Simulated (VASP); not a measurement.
Wanted: the native input for a VASP 6.6.1 run.

```
Task                   : relaxation of cell and atoms
Functional             : PBE
Potentials or basis    : VASP PAW PBE potentials, release 64 (Ag)
Cutoff                 : 600 eV
k mesh                 : 17 × 17 × 17
Occupations            : fermi-dirac, width 0.05 eV
Spin                   : no spin polarisation
Dipole correction      : no
Further INCAR settings : ALGO = Normal; EDIFF = 1e-06; IBRION = 2; EDIFFG = -0.03; NSW = 80; ISIF = 3
```

The structure of Ag lies in POSCAR:

```
Ag
1.0
    2.6600000000      0.0000000000      0.0000000000
    0.0000000000      2.6600000000      0.0000000000
    0.0000000000      0.0000000000      2.6600000000
Ag
1
Direct
    0.0000000000      0.0000000000      0.0000000000
```

This isn't the form of Ag at room conditions, which is fcc.

The input as run:

INCAR

```
SYSTEM = Ag
ALGO = Normal
EDIFF = 1E-6
EDIFFG = -0.03
ENCUT = 600
GGA = PE
IBRION = 2
ISIF = 3
ISMEAR = -1
LASPH = .True.
LCHARG = .False.
LREAL = .False.
LWAVE = .False.
NELM = 100
NSW = 80
PREC = Accurate
SIGMA = 0.05
```

KPOINTS

```
k-points
0
Gamma
  17 17 17
  0 0 0
```

Potentials or basis: VASP PAW PBE potentials, release 64 (Ag).

Run with:

```bash
$ cat potpaw_PBE.64/Ag/POTCAR > POTCAR
$ mpirun -np 1 vasp_std > vasp.out
```

It gave:

```
Relaxed volume                        : 20.75 Å³/atom
Relaxed cell                          : a = 2.748 Å, b = 2.748 Å, c = 2.748 Å, α = 90.00°, β = 90.00°, γ = 90.00°
Space group after relaxing (to 0.1 Å) : Pm-3m (No. 221)
Energy gained by relaxing             : 47.2 meV/atom
Ionic steps                           : 3
Pressure after relaxing               : 0.0 GPa
Band gap on the k mesh                : zero (an odd number of electrons rules out a gap without spin polarisation)
```

It took 35 s on 1 thread of Intel(R) Xeon(R) Platinum 8488C (Sapphire Rapids), on a shared host, peak memory 0.17 GiB.
